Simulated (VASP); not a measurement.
## LiF: single point with PBE

LiF:

```
Li F
1.0
     3.10944    0.00000    0.00000
    -1.55472    2.69285    0.00000
     0.00000    0.00000    4.95396
Li F
2 2
Direct
  0.33333 0.66667 0.38107
  0.66667 0.33333 0.88107
  0.33333 0.66667 0.99393
  0.66667 0.33333 0.49393
```

This cell differs from its parent crystal: c/a of the conventional cell at fixed volume 1.5932.

```json
{
 "Program": "VASP 6.6.1",
 "Task": "single point",
 "Functional": "PBE",
 "Potentials or basis": "VASP PAW PBE potentials, release 64 (Li_sv, F)",
 "Cutoff": "520 eV",
 "k mesh": "9 × 9 × 6",
 "Occupations": "gaussian, width 0.05 eV",
 "Spin": "no spin polarisation",
 "Dipole correction": "no",
 "Further INCAR settings": "ALGO = Normal; EDIFF = 1e-07; NBANDS = 18"
}
```

```
Largest force          : 0.051 eV/Å
Band gap on the k mesh : 7.60 eV, direct
```

Forces in eV/Å, atoms in the order of the input:
```
Li   0.000  0.000 -0.051
Li   0.000  0.000 -0.051
F    0.000  0.000  0.051
F    0.000  0.000  0.051
```

Levels at points of the mesh, in eV from the valence-band top:
```csv
k point,band 8,band 9,band 10,band 11,band 12,band 13
"(0.00, 0.00, 0.00)",-0.12,-0.12,0.00,7.60,11.73,14.79
"(0.00, 0.00, 0.50)",-0.26,-0.26,-0.26,9.24,9.24,17.15
```

Wall time 24 s on 1 thread of Intel(R) Xeon(R) Platinum 8488C (Sapphire Rapids), with other jobs on the host, peak memory 0.16 GiB.

 A k mesh can miss the band edges.
